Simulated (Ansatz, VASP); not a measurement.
# Rh: VASP beside Ansatz

File POSCAR:

```
Rh
1.0
    2.7932702326      0.0000000000      0.0000000000
   -1.3966356277      2.4190427855      0.0000000000
    0.0000000000      0.0000000000      4.5294989449
Rh
2
Direct
    0.6666666667      0.3333333333      0.7500000000
    0.3333333333      0.6666666667      0.2500000000
```

The input INCAR.step1:

```
SYSTEM = Rh
PREC = Accurate
ENCUT = 520
ISMEAR = 1
SIGMA = 0.15
LREAL = .FALSE.
LASPH = .TRUE.
NELM = 100
NBANDS = 22
GGA = PE
ALGO = Normal
EDIFF = 1E-4
LWAVE = .TRUE.
LCHARG = .FALSE.
```

The input INCAR.step2:

```
SYSTEM = Rh
PREC = Accurate
ENCUT = 520
EDIFF = 1E-7
ISMEAR = 1
SIGMA = 0.15
LREAL = .FALSE.
LASPH = .TRUE.
NELM = 100
ALGO = Normal
ISIF = 2
LWAVE = .FALSE.
LCHARG = .TRUE.
METAGGA = R2SCAN
LMIXTAU = .TRUE.
LELF = .TRUE.
LVHAR = .TRUE.
NBANDS = 22
ISTART = 1
```

KPOINTS

```
regular mesh
0
G
  12 12 7
  0 0 0
```

Input for Ansatz:

```yaml
crystal:
  lattice:
    - [2.793270232561416, 0.0, 0.0]
    - [-1.396635627685269, 2.4190427854700847, 0.0]
    - [0.0, 0.0, 4.529498944856651]
  atoms:
    - { symbol: Rh, position: [0.6666666666666666, 0.3333333333333333, 0.75] }
    - { symbol: Rh, position: [0.3333333333333333, 0.6666666666666666, 0.25] }
basis:
  ecutwfc: 600.0
kpoints:
  mp_grid:
    grid: [12, 12, 7]
hamiltonian:
  xc: r2scan
scf:
  occupations:
    method: cold
    width: 0.15
output:
  stress: true
```

Alike in both runs: task single point; functional r2SCAN; k mesh 12 × 12 × 7; no spin polarisation.

|  | VASP | Ansatz |
| --- | --- | --- |
| version | VASP 6.6.1 | Ansatz 0.2.0 |
| potentials or method | VASP PAW PBE potentials, release 64 (Rh_pv), cutoff 520 eV | plane waves, PAW |
| occupations | methfessel-paxton of order 1, width 0.15 eV | cold, width 0.15 eV |
| valence electrons in the cell | 30 | 34 |

VASP gave:

- pressure (GPa): -21.8
- traceless stress, the component that is largest in VASP (GPa): -0.47

Question: What did Ansatz give for the same quantities?

Answer: Pressure (GPa): -22.5; traceless stress, the component that is largest in VASP (GPa): -0.67.

VASP's potentials were made for PBE, not for r2SCAN. VASP's potentials hold 30 valence electrons a cell and Ansatz's 34, so a difference there can come from the potentials and not from the codes.
